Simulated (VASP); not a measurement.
Runs of VASP 6.6.1 on BN. The structure is that of space group P6_3/mmc (No. 194), or close to it. The cells are those of the table. 

```csv
task,cell,k mesh,cutoff (eV),smearing,gap on the mesh (eV),pressure (GPa)
single point,"a = 2.498, b = 2.498, c = 6.062 Å, angles 90.0, 90.0, 120.0°, 4 atoms",12 × 12 × 4,520,gaussian 0.02 eV,4.11,4.3
single point,"a = 2.496, b = 2.496, c = 5.996 Å, angles 90.0, 90.0, 120.0°, 4 atoms",12 × 12 × 4,600,gaussian 0.01 eV,4.10,(a)
single point,"a = 2.510, b = 2.510, c = 6.993 Å, angles 90.0, 90.0, 120.0°, 4 atoms",12 × 12 × 4,520,gaussian 0.02 eV,(b),-1.1
single point,"a = 2.498, b = 2.498, c = 6.636 Å, angles 90.0, 90.0, 120.0°, 4 atoms",9 × 9 × 4,520,gaussian 0.1 eV,4.41,2.4
relaxation of cell and atoms,"relaxed from a = 2.498, b = 2.498, c = 6.636 Å, angles 90.0, 90.0, 120.0°, 4 atoms",12 × 12 × 4,600,gaussian 0.02 eV,4.25,0.0
relaxation of shape and atoms at fixed volume,"relaxed from a = 2.478, b = 2.478, c = 6.361 Å, angles 90.0, 90.0, 120.0°, 4 atoms",12 × 12 × 4,600,gaussian 0.02 eV,4.14,2.0
single point,"a = 2.505, b = 2.505, c = 6.490 Å, angles 90.0, 90.0, 120.0°, 4 atoms",12 × 12 × 4,600,gaussian 0.01 eV,4.22,0.5
```

Alike in all rows: level PBE+D3(BJ); potentials or basis VASP PAW PBE potentials, release 64 (B, N); no spin polarisation.

Task: Fill in the values left out.

Result: (a) 4.9; (b) 4.34.

A k mesh can miss the band edges.
